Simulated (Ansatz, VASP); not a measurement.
# One calculation of KCl, two programs

File POSCAR:

```
KCl
1.0
    0.0000000000      2.9700038108      3.5640045729
    2.9700038108      0.0000000000      3.5640045729
    2.9700038108      2.9700038108      0.0000000000
K Cl
1 1
Direct
    0.0000000000      0.0000000000      0.0000000000
    0.5000000000      0.5000000000      0.5000000000
```

File INCAR.step1:

```
PREC = Accurate
ENCUT = 520
ISMEAR = 0
SIGMA = 0.05
LREAL = F
LASPH = T
NELM = 60
NBANDS = 15
GGA = PE
ALGO = Normal
EDIFF = 1E-4
LWAVE = T
LCHARG = F
```

Contents of INCAR.step2:

```
PREC = Accurate
ENCUT = 520
EDIFF = 1E-6
ISMEAR = 0
SIGMA = 0.05
LREAL = F
LASPH = T
NELM = 60
ALGO = Normal
ISIF = 2
LWAVE = F
LCHARG = F
METAGGA = R2SCAN
LMIXTAU = T
NBANDS = 15
ISTART = 1
```

File KPOINTS:

```
Automatic mesh
0
Gamma
  8 8 8
```

Input for Ansatz:

```yaml
crystal:
  lattice:
    - [0.0, 2.9700038108, 3.5640045729]
    - [2.9700038108, 0.0, 3.5640045729]
    - [2.9700038108, 2.9700038108, 0.0]
  atoms:
    - { symbol: K, position: [0.0, 0.0, 0.0] }
    - { symbol: Cl, position: [0.5, 0.5, 0.5] }
basis:
  ecutwfc: 500
kpoints:
  mp_grid: { grid: [8, 8, 8] }
hamiltonian:
  xc: r2scan
scf:
  occupations: { method: gaussian, width: 0.05 }
output:
  forces: true
  stress: true
  eigenvalues: true
```

Alike in both runs: task single point; functional r2SCAN; k mesh 8 × 8 × 8; occupations gaussian, width 0.05 eV; no spin polarisation.

```csv
,VASP,Ansatz
version,VASP 6.6.1,Ansatz 0.2.0
potentials or method,"VASP PAW PBE potentials, release 64 (K_sv, Cl), cutoff 520 eV","scalar-relativistic, plane waves, PAW"
valence electrons in the cell,16,16
```

```csv
,VASP,Ansatz,Ansatz less VASP
gap on the k mesh at the Fermi level (eV),5.62,5.62,-0.002
least direct gap on the mesh (eV),5.62,5.62,-0.002
pressure (GPa),1.5,1.5,+0.01
"traceless stress, the component that is largest in VASP (GPa)",-3.74,-3.70,+0.048
```

VASP's potentials were made for PBE, not for r2SCAN. With one functional, cell and mesh, what is left measures potentials, basis and numerics.
